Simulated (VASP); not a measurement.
Write the native input for VASP 6.6.1 that does the following.

* Task: single point
* Functional: PBEsol
* Potentials or basis: VASP PAW PBE potentials, release 64 (Ga_d, N)
* Cutoff: 520 eV
* k mesh: 8 × 8 × 4
* Occupations: gaussian, width 0.01 eV
* Spin: non-collinear spin, zero start, spin-orbit coupling
* Starting moments: [[0.0, 0.0, 0.0], [0.0, 0.0, 0.0], [0.0, 0.0, 0.0], [0.0, 0.0, 0.0]] μB
* Dipole correction: no
* Further INCAR settings: ALGO = Normal; EDIFF = 1e-06; NBANDS = 50

The structure of GaN lies in POSCAR:

```
GaN
1.0
    3.1610842788      0.0000000000      0.0000000000
   -1.5805421394      2.7375792890      0.0000000000
    0.0000000000      0.0000000000      5.1504547785
Ga N
2 2
Direct
    0.3333333333      0.6666666667     -0.0007724921
    0.6666666667      0.3333333333      0.4992275079
    0.3333333333      0.6666666667      0.3757724921
    0.6666666667      0.3333333333      0.8757724921
```

The input as run:

INCAR

```
SYSTEM = GaN
PREC = Accurate
ENCUT = 520
EDIFF = 1E-6
ISMEAR = 0
SIGMA = 0.01
LREAL = .FALSE.
LASPH = .TRUE.
NELM = 150
ALGO = Normal
ISIF = 2
LWAVE = .FALSE.
LCHARG = .FALSE.
MAGMOM = 0 0 0 0 0 0 0 0 0 0 0 0
LORBIT = 11
LSORBIT = .TRUE.
GGA_COMPAT = .FALSE.
LORBMOM = .TRUE.
GGA = PS
NBANDS = 50
```

KPOINTS

```
Automatic mesh
0
G
  8 8 4
  0 0 0
```

Potentials or basis: VASP PAW PBE potentials, release 64 (Ga_d, N).

Command:

```bash
$ cat potpaw_PBE.64/Ga_d/POTCAR potpaw_PBE.64/N/POTCAR > POTCAR
$ mpirun -np 1 vasp_ncl > vasp.out
```

Results of the run:

The pressure is 3.8 GPa, the net moment is 0.00 μB per cell and the valence electrons inside the program's atomic spheres are Ga 11.92; N 3.74.

Caveat: the cell stands under pressure; the PAW data sets were made with another functional, which shifts forces and pressure a little.

It took 5.4 min on 1 thread of Intel Xeon 8259CL, with other jobs on the host, peak memory 0.32 GiB.
